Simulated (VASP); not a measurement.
# Mg6O7 in VASP: single point with r2SCAN

Aim: the single point of Mg6O7 with r2SCAN.

Everything below comes from runs of VASP 6.6.1. Logs are shortened: lines on timing, memory, paths and dates and some standing lists are left out, and cuts for length are marked.

## Step 1: The cell of the first run

The cell holds a slab with vacuum, 13 atoms: a = 2.973 Å, b = 2.973 Å, c = 29.564 Å, α = 90.00°, β = 90.00°, γ = 120.00°.

## Step 2: Single point, r2SCAN (atoms taken out)

Input file POSCAR:

```
Mg6O7
1.0
    2.9728306127      0.0000000000      0.0000000000
   -1.4864153063      2.5745468317      0.0000000000
    0.0000000000      0.0000000000     29.5638361856
O Mg
7 6
Direct
    0.3333333333      0.6666666667      0.2536883222
    0.0000000000      0.0000000000      0.3357922148
    0.6666666667      0.3333333333      0.4178961074
    0.3333333333      0.6666666667      0.5000000000
    0.0000000000      0.0000000000      0.5821038926
    0.6666666667      0.3333333333      0.6642077852
    0.3333333333      0.6666666667      0.7463116778
    0.6666666667      0.3333333333      0.2947402685
    0.3333333333      0.6666666667      0.3768441611
    0.0000000000      0.0000000000      0.4589480537
    0.6666666667      0.3333333333      0.5410519463
    0.3333333333      0.6666666667      0.6231558389
    0.0000000000      0.0000000000      0.7052597315
```

Input file INCAR.step1:

```
  ALGO = Normal
  DIPOL = 0.5 0.5 0.500
  EDIFF = 1E-4
  ENCUT = 520
  GGA = PE
  IDIPOL = 3
  ISMEAR = 0
  LASPH = True
  LCHARG = False
  LDIPOL = True
  LREAL = False
  LWAVE = True
  NBANDS = 39
  NELM = 80
  PREC = Accurate
  SIGMA = 0.05
```

Input file INCAR.step2:

```
  ALGO = Normal
  DIPOL = 0.5 0.5 0.500
  EDIFF = 1E-6
  ENCUT = 520
  IDIPOL = 3
  ISIF = 2
  ISMEAR = 0
  ISTART = 1
  LASPH = True
  LCHARG = False
  LDIPOL = True
  LMIXTAU = True
  LREAL = False
  LWAVE = False
  METAGGA = R2SCAN
  NBANDS = 39
  NELM = 80
  PREC = Accurate
  SIGMA = 0.05
```

Input file KPOINTS:

```
k-points
0
Gamma
  9 9 1
```

Potentials or basis: VASP PAW PBE potentials, release 64 (O, Mg).

Command:

```
$ cat potpaw_PBE.64/O/POTCAR potpaw_PBE.64/Mg/POTCAR > POTCAR
$ cp INCAR.step1 INCAR
$ mpirun -np 1 vasp_std > vasp.out
$ cp INCAR.step2 INCAR
$ mpirun -np 1 vasp_std > vasp.out
```

OUTCAR:

```text
EDIFF = 1E-6
   ENCUT = 520
   ISIF = 2
   ISMEAR = 0
   ISTART = 1
   LASPH = True
   LREAL = False
   METAGGA = R2SCAN
   NELM = 80
   PREC = Accurate

 ion  position               nearest neighbor table
   1  0.333  0.667  0.254-   8 2.10   8 2.10   8 2.10
   2  0.000  0.000  0.336-   8 2.10   9 2.10   9 2.10   8 2.10   8 2.10   9 2.10
   3  0.667  0.333  0.418-   9 2.10  10 2.10   9 2.10  10 2.10  10 2.10   9 2.10
   4  0.333  0.667  0.500-  11 2.10  10 2.10  11 2.10  10 2.10  10 2.10  11 2.10
   5  0.000  0.000  0.582-  12 2.10  11 2.10  12 2.10  11 2.10  12 2.10  11 2.10
   6  0.667  0.333  0.664-  12 2.10  13 2.10  12 2.10  13 2.10  13 2.10  12 2.10
   7  0.333  0.667  0.746-  13 2.10  13 2.10  13 2.10
   8  0.667  0.333  0.295-   1 2.10   2 2.10   1 2.10   2 2.10   2 2.10   1 2.10   9 2.97   9 2.97
                             9 2.97
   9  0.333  0.667  0.377-   3 2.10   2 2.10   3 2.10   2 2.10   2 2.10   3 2.10   8 2.97  10 2.97
                             8 2.97  10 2.97  10 2.97   8 2.97
  10  0.000  0.000  0.459-   3 2.10   4 2.10   4 2.10   3 2.10   3 2.10   4 2.10   9 2.97  11 2.97
                             9 2.97  11 2.97   9 2.97  11 2.97
  11  0.667  0.333  0.541-   4 2.10   5 2.10   4 2.10   5 2.10   5 2.10   4 2.10  12 2.97  10 2.97
                            12 2.97  10 2.97  10 2.97  12 2.97
  12  0.333  0.667  0.623-   6 2.10   5 2.10   6 2.10   5 2.10   5 2.10   6 2.10  11 2.97  13 2.97
                            11 2.97  13 2.97  13 2.97  11 2.97
  13  0.000  0.000  0.705-   6 2.10   7 2.10   7 2.10   6 2.10   6 2.10   7 2.10  12 2.97  12 2.97
                            12 2.97

  LATTYP: Found a hexagonal cell.
 ALAT       =     2.9728306127
 C/A-ratio  =     9.9446756432

  Lattice vectors:

 A1 = (   2.9728306127,   0.0000000000,   0.0000000000)
 A2 = (  -1.4864153063,   2.5745468317,   0.0000000000)
 A3 = (   0.0000000000,   0.0000000000,  29.5638361856)

Analysis of symmetry for initial positions (statically):
=====================================================================
 Subroutine PRICEL returns:
 Original cell was already a primitive cell.

 Routine SETGRP: Setting up the symmetry group for a
 hexagonal supercell.

 Subroutine GETGRP returns: Found 12 space group operations
 (whereof  6 operations were pure point group operations)
 out of a pool of 24 trial point group operations.

The static configuration has the point symmetry C_3v.
 The point group associated with its full space group is D_3d.

Analysis of symmetry for dynamics (positions and initial velocities):
=====================================================================
 Subroutine PRICEL returns:
[... 141 lines left out ...]
  Fermi-wavevector in a.u.,A,eV,Ry     =   1.015458  1.918938 14.029728  1.031156
  Thomas-Fermi vector in A             =   2.148745
   LORBIT       =      0    0 simple, 1 ext, 2 COOP (PROOUT), +10 PAW based schemes
   METAGGA = R2SCAN    functional components
   LHFCALC =     F    Hartree Fock is set to
   AEXX    =    0.0000 exact exchange contribution
   IVDW    =     0    specifies the selected vdW correction
   LEPSILON=     F    determine dielectric tensor
   LRPA    =     F    only Hartree local field effects (RPA)
 non-spin polarized calculation
 Gauss-broadening in eV      SIGMA  =   0.05
  energy-cutoff  :      520.00
  volume of cell :      226.27
 maximum number of plane-waves:      6181
 NGX is ok and might be reduce to    24
   NGX = 11   NGY = 11   NGZ =109

 number of electron      54.0000008 magnetization

 dipolmoment           0.000000      0.000000      0.000000 electrons x Angstroem

 Free energy of the ion-electron system (eV)
  ---------------------------------------------------
  ext. energy  EPLUGINS =         0.00000000
  ---------------------------------------------------
  free energy    TOTEN  =       -98.09206574 eV

  energy without entropy =      -98.07798856  energy(sigma->0) =      -98.08502715

 E-fermi :  -3.4019     XC(G=0):  -6.5837

 val. band max:       -3.4486168830   @ k =   0.4444  -0.0000   0.0000
 cond. band min:      -3.3933283386   @ k =   0.2222   0.1111   0.0000
 fundamental gap:      0.0552885445
 Fermi energy:        -3.4018878690

 k-point     1 :       0.0000    0.0000    0.0000
  band No.  band energies     occupation
      1     -22.0125      2.00000
      2     -21.7720      2.00000
      3     -21.4772      2.00000
      4     -21.1709      2.00000
      5     -20.9385      2.00000
      6     -20.1245      2.00000
[... 493 lines left out ...]
     38       9.3901      0.00000
     39       9.9205      0.00000

------------------------ aborting loop because EDIFF is reached ----------------------------------------

 vacuum level on the upper side and lower side of the slab       (xc-potential included)         0.001         0.001

  FORCE on cell =-STRESS in cart. coord.  units (eV):
  Direction    XX          YY          ZZ          XY          YZ          ZX
  --------------------------------------------------------------------------------------
  -------------------------------------------------------------------------------------
  Total       -2.0459696     -2.0459696     -2.1656484     -0.0000000      0.0000000     -0.0000000
  in kB      -14.4869851    -14.4869851    -15.3343996     -0.0000000      0.0000000     -0.0000000
  external PRESSURE =     -14.7694566 kB  Pullay stress =       0.0000000 kB

 VOLUME and BASIS-vectors are now :
 -----------------------------------------------------------------------------
  energy-cutoff  :      520.00
  volume of cell :      226.27
      direct lattice vectors                 reciprocal lattice vectors
     2.972830613  0.000000000  0.000000000     0.336379744  0.194208936  0.000000000
    -1.486415306  2.574546832  0.000000000     0.000000000  0.388417871  0.000000000
     0.000000000  0.000000000 29.563836186     0.000000000  0.000000000  0.033825110

 POSITION                                       TOTAL-FORCE (eV/Angst)
 -----------------------------------------------------------------------------------
     -0.00000      1.71636      7.50000         0.000000     -0.000000      0.811954
      0.00000      0.00000      9.92731        -0.000000     -0.000000      0.317688
      1.48642      0.85818     12.35461        -0.000000      0.000000      0.051719
     -0.00000      1.71636     14.78192        -0.000000     -0.000000     -0.000000
      0.00000      0.00000     17.20922         0.000000     -0.000000     -0.051719
      1.48642      0.85818     19.63653        -0.000000      0.000000     -0.317688
     -0.00000      1.71636     22.06384        -0.000000      0.000000     -0.811954
      1.48642      0.85818      8.71365        -0.000000     -0.000000     -1.014830
     -0.00000      1.71636     11.14096        -0.000000      0.000000     -0.106485
      0.00000      0.00000     13.56827        -0.000000      0.000000     -0.023896
      1.48642      0.85818     15.99557         0.000000     -0.000000      0.023896
     -0.00000      1.71636     18.42288         0.000000     -0.000000      0.106485
      0.00000      0.00000     20.85018         0.000000      0.000000      1.014830
 -----------------------------------------------------------------------------------
    total drift:                                0.000000     -0.000000     -0.000000

  FREE ENERGIE OF THE ION-ELECTRON SYSTEM (eV)
  ---------------------------------------------------
  free  energy   TOTEN  =       -98.0920657401 eV

  energy  without entropy=      -98.0779885589  energy(sigma->0) =      -98.08502715

 vacuum level on the upper side and lower side of the slab         7.056         7.056
```

It took 10 min on 1 thread of Intel Xeon Platinum 8488C (Sapphire Rapids), shared host; peak memory 0.43 GiB.

Results:

| Property | Result |
| --- | --- |
| Free energy | -98.0921 eV |
| Largest force | 1.015 eV/Å |
| Band gap on the k mesh | zero (bands 27 and 28 overlap by 0.57 eV) |

Forces in eV/Å, atoms in the order of the input:
```
O    0.000  0.000  0.812
O    0.000  0.000  0.318
O    0.000  0.000  0.052
O    0.000  0.000  0.000
O    0.000  0.000 -0.052
O    0.000  0.000 -0.318
O    0.000  0.000 -0.812
Mg   0.000  0.000 -1.015
Mg   0.000  0.000 -0.106
Mg   0.000  0.000 -0.024
Mg   0.000  0.000  0.024
Mg   0.000  0.000  0.106
Mg   0.000  0.000  1.015
```

Levels at points of the mesh, in eV from the Fermi level:
| k point | band 25 | band 26 | band 27 | band 28 | band 29 | band 30 |
| --- | --- | --- | --- | --- | --- | --- |
| (0.00, 0.00, 0.00) | 0.46 | 0.46 | 0.46 | 0.46 | 5.57 | 6.42 |

Caveat: the cell differs from its parent crystal (atoms taken out); the PAW data sets were made with another functional, which shifts forces and pressure a little.
